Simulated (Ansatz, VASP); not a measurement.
TiSnS4: VASP beside Ansatz

```
CELL_PARAMETERS angstrom
3.91502 -3.98196 0.00000
3.91502 3.98196 0.00000
0.00000 0.00000 3.84842
ATOMIC_POSITIONS crystal
Ti 0.50000 0.50000 0.50000
Sn 0.00000 0.00000 0.00000
S 0.30634 0.30634 0.00000
S 0.19173 0.80827 0.50000
S 0.80827 0.19173 0.50000
S 0.69366 0.69366 0.00000
```

Change from the starting cell: species swapped into the SbRhO4 type (Cmmm, No. 65).

Alike in both runs: task relaxation of cell and atoms; functional PBE; k mesh 2 × 2 × 3; occupations gaussian, width 0.15 eV; collinear spin.

|  | VASP | Ansatz |
| --- | --- | --- |
| version | VASP 6.6.1 | Ansatz 0.2.0 |
| potentials or method | VASP PAW PBE potentials, release 64 (Ti_sv, Sn_d, S), cutoff 600 eV | scalar-relativistic, plane waves, PAW |
| valence electrons in the cell | 50 | 50 |

Ansatz gave:

| Quantity | Value |
| --- | --- |
| gap on the k mesh at the Fermi level, each at its own relaxed structure (eV) | none |
| net moment per atom (μB) | 0.00 |
| relaxed volume (Å³/atom) | 22.00 |
| relaxed length of the cell vector where the two differ most in proportion (Å) | 3.776 |

Task: Estimate VASP's values.

Result: gap on the k mesh at the Fermi level, each at its own relaxed structure (eV): none; net moment per atom (μB): 0.00; relaxed volume (Å³/atom): 22.03; relaxed length of the cell vector where the two differ most in proportion (Å): 3.766.

A gap of «none» marks a metal or a gap that the smearing closes. Ansatz's warnings: seeded moment not kept.

The k mesh is coarse, so the values compare programs but aren't converged.
